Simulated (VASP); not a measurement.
Here is a VASP 6.6.1 calculation.

INCAR

```
SYSTEM = NaCl
ALGO = Normal ; EDIFF = 1E-6
ENCUT = 520 ; GGA = PE
ISIF = 2 ; ISMEAR = 0
LASPH = .True. ; LCHARG = .False.
LREAL = .False. ; LWAVE = .False.
NBANDS = 22 ; NELM = 100
PREC = Accurate ; SIGMA = 0.01
```

KPOINTS

```
k-points
0
Gamma
  6 6 4
  0 0 0
```

File POSCAR:

```
NaCl
1.0
    4.7781952003      0.0000000000      0.0000000000
   -2.3890976001      4.1380384277      0.0000000000
    0.0000000000      0.0000000000      5.6573040563
Na Cl
2 2
Direct
    0.3333333333      0.6666666667      0.2500000000
    0.6666666667      0.3333333333      0.7500000000
    0.6666666667      0.3333333333      0.2500000000
    0.3333333333      0.6666666667      0.7500000000
```

Potentials or basis: VASP PAW PBE potentials, release 64 (Na_pv, Cl).

Run with:

```bash
$ cat potpaw_PBE.64/Na_pv/POTCAR potpaw_PBE.64/Cl/POTCAR > POTCAR
$ mpirun -np 1 vasp_std > vasp.out
```

Problem. Estimate the band gap on the k mesh.

Solution. 4.74 eV.

Problem. Estimate the pressure.

Solution. 0.0 GPa.

A k mesh can miss the band edges.
